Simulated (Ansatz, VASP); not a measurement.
Se in VASP and in Ansatz

The input INCAR:

```
PREC = Accurate
ENCUT = 520
EDIFF = 1E-7
ISMEAR = -1
SIGMA = 0.03
LREAL = False
LASPH = True
NELM = 80
ALGO = Normal
ISIF = 2
LWAVE = False
LCHARG = True
GGA = PS
LELF = True
LVHAR = True
NBANDS = 16
```

File KPOINTS:

```
Automatic mesh
0
Gamma
  6 6 5
```

File POSCAR:

```
Se
1.0
    4.3515971644      0.0000000000      0.0000000000
   -2.1757985822      3.7685936915      0.0000000000
    0.0000000000      0.0000000000      4.9370326522
Se
3
Direct
    0.2254000000      0.0000000000      0.3333333333
    0.0000000000      0.2254000000      0.6666666667
    0.7746000000      0.7746000000      0.0000000000
```

Input for Ansatz:

```yaml
crystal:
  lattice:
    - [4.3515971644, 0.0, 0.0]
    - [-2.1757985822, 3.7685936915, 0.0]
    - [0.0, 0.0, 4.9370326522]
  atoms:
    - { symbol: Se, position: [0.2254, 0.0, 0.3333333333] }
    - { symbol: Se, position: [0.0, 0.2254, 0.6666666667] }
    - { symbol: Se, position: [0.7746, 0.7746, 0.0] }
kpoints:
  mp_grid: { grid: [6, 6, 5] }
  band_path:
    path:
      - [0.0, 0.0, 0.0]
      - [0.5, 0.0, 0.0]
      - [0.3333333333, 0.3333333333, 0.0]
      - [0.0, 0.0, 0.0]
      - [0.0, 0.0, 0.5]
      - [0.5, 0.0, 0.5]
      - [0.3333333333, 0.3333333333, 0.5]
      - [0.0, 0.0, 0.5]
      - [0.5, 0.0, 0.5]
    npoints: 5
scf:
  occupations: { method: fermi_dirac, width: 0.03 }
hamiltonian:
  xc: pbesol
  pseudopotentials: { kind: all_electron, lapw: { basis_error: 0.001 } }
output:
  forces: true
  stress: true
  eigenvalues: true
```

Change from the starting cell: volume scaled by 0.99.

Alike in both runs: task single point; functional PBEsol; k mesh 6 × 6 × 5; occupations fermi-dirac, width 0.03 eV; no spin polarisation.

|  | VASP | Ansatz |
| --- | --- | --- |
| version | VASP 6.6.1 | Ansatz 0.2.0 |
| potentials or method | VASP PAW PBE potentials, release 64 (Se), cutoff 520 eV | all-electron LAPW, scalar-relativistic |

Ansatz gave:

| Property | Result |
| --- | --- |
| gap on the k mesh at the Fermi level (eV) | 1.23 |
| pressure (GPa) | 0.8 |
| traceless stress, the component that is largest in VASP (GPa) | 1.18 |
| rms of the force components (eV/Å) | 0.223 |

Task: Which values does VASP return?

Result: gap on the k mesh at the Fermi level (eV): 1.23; pressure (GPa): 1.0; traceless stress, the component that is largest in VASP (GPa): 1.26; rms of the force components (eV/Å): 0.254.

VASP's potentials were made for PBE, not for PBEsol. Atom by atom the forces differ by 0.030 eV/Å (rms over components). Ansatz ran all-electron here, and VASP with PAW potentials.
